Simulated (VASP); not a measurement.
Wanted: the native input for a VASP 6.6.1 run.

| Quantity | Value |
| --- | --- |
| Task | single point |
| Functional | LDA |
| Potentials or basis | VASP PAW LDA potentials, release 64 (Bi_d) |
| Cutoff | 520 eV |
| k mesh | 9 × 9 × 1 |
| Occupations | gaussian, width 0.02 eV |
| Spin | no spin polarisation |
| Dipole correction | yes |
| Further INCAR settings | ALGO = Normal; EDIFF = 1e-07; NBANDS = 22 |

The structure of Bi lies in POSCAR:

```
Bi
1.0
    4.2840000000      0.0000000000      0.0000000000
   -2.1420000000      3.7100528298      0.0000000000
    0.0000000000      0.0000000000     28.0000000000
Bi
2
Direct
    0.3333333333      0.6666666667      0.5131250000
    0.6666666667      0.3333333333      0.4868750000
```

One way to write it, as run:

INCAR

```
  ALGO = Normal
  DIPOL = 0.5 0.5 0.500
  EDIFF = 1E-7
  ENCUT = 520
  IDIPOL = 3
  ISIF = 2
  ISMEAR = 0
  LASPH = True
  LCHARG = False
  LDIPOL = True
  LREAL = False
  LWAVE = False
  NBANDS = 22
  NELM = 60
  PREC = Accurate
  SIGMA = 0.02
```

KPOINTS

```
k-points
0
Gamma
  9 9 1
```

Potentials or basis: VASP PAW LDA potentials, release 64 (Bi_d).

Launch:

```bash
$ cat potpaw_LDA.64/Bi_d/POTCAR > POTCAR
$ mpirun -np 1 vasp_std > vasp.out
```

It gave:

* Largest force: 4.274 eV/Å
* Band gap on the k mesh: zero (band 15 reaches -2.35 eV, above the bottom of band 16 at -2.65 eV)

Caveat: spin-orbit coupling is left out, which moves the levels of the heavy elements.

Wall time 110 s on 1 thread of AMD EPYC 7R43 64-Core Processor (Zen 3), with other jobs on the host, peak memory 0.36 GiB.
